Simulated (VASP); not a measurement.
Write the native input for VASP 6.6.1 that does the following.

- Task: single point
- Functional: r2SCAN
- Potentials or basis: VASP PAW PBE potentials, release 64 (Cd, S)
- Cutoff: 520 eV
- k mesh: 6 × 6 × 4
- Occupations: fermi-dirac, width 0.1 eV
- Spin: no spin polarisation
- Dipole correction: no
- Further INCAR settings: ALGO = Normal; EDIFF = 1e-06; NBANDS = 16

The system is CdS.

```
CELL_PARAMETERS angstrom
4.23257 0.00000 0.00000
-2.11628 3.66551 0.00000
0.00000 0.00000 5.76521
ATOMIC_POSITIONS crystal
Cd 0.00000 0.00000 0.44269
S 0.66667 0.33333 0.43431
```

One way to write it, as run:

POSCAR

```
CdS
1.0
    4.2325706819      0.0000000000      0.0000000000
   -2.1162803745      3.6655122739      0.0000000000
    0.0000000000      0.0000000000      5.7652146652
Cd S
1 1
Direct
    0.0000000000      0.0000000000      0.4426900000
    0.6666666667      0.3333333333      0.4343100000
```

INCAR.step1

```
PREC = Accurate
ENCUT = 520
ISMEAR = -1
SIGMA = 0.1
LREAL = F
LASPH = T
NELM = 80
NBANDS = 16
GGA = PE
ALGO = Normal
EDIFF = 1E-4
LWAVE = T
LCHARG = F
```

INCAR.step2

```
PREC = Accurate
ENCUT = 520
EDIFF = 1E-6
ISMEAR = -1
SIGMA = 0.1
LREAL = F
LASPH = T
NELM = 80
ALGO = Normal
ISIF = 2
LWAVE = F
LCHARG = F
METAGGA = R2SCAN
LMIXTAU = T
NBANDS = 16
ISTART = 1
```

KPOINTS

```
regular mesh
0
Gamma
  6 6 4
```

Potentials or basis: VASP PAW PBE potentials, release 64 (Cd, S).

The run is started by

```console
$ cat potpaw_PBE.64/Cd/POTCAR potpaw_PBE.64/S/POTCAR > POTCAR
$ cp INCAR.step1 INCAR
$ mpirun -np 1 vasp_std > vasp.out
$ cp INCAR.step2 INCAR
$ mpirun -np 1 vasp_std > vasp.out
```

It gave:

```
Pressure               : -0.1 GPa
Largest force          : 0.007 eV/Å
Band gap on the k mesh : 1.94 eV, indirect (the least direct gap lies 4.6 meV higher)
```

Caveat: the PAW data sets were made with another functional, which shifts forces and pressure a little.

Run time: 49 s on 1 thread of Intel(R) Xeon(R) 6975P-C (Granite Rapids), with other jobs on the host, peak memory 0.23 GiB.
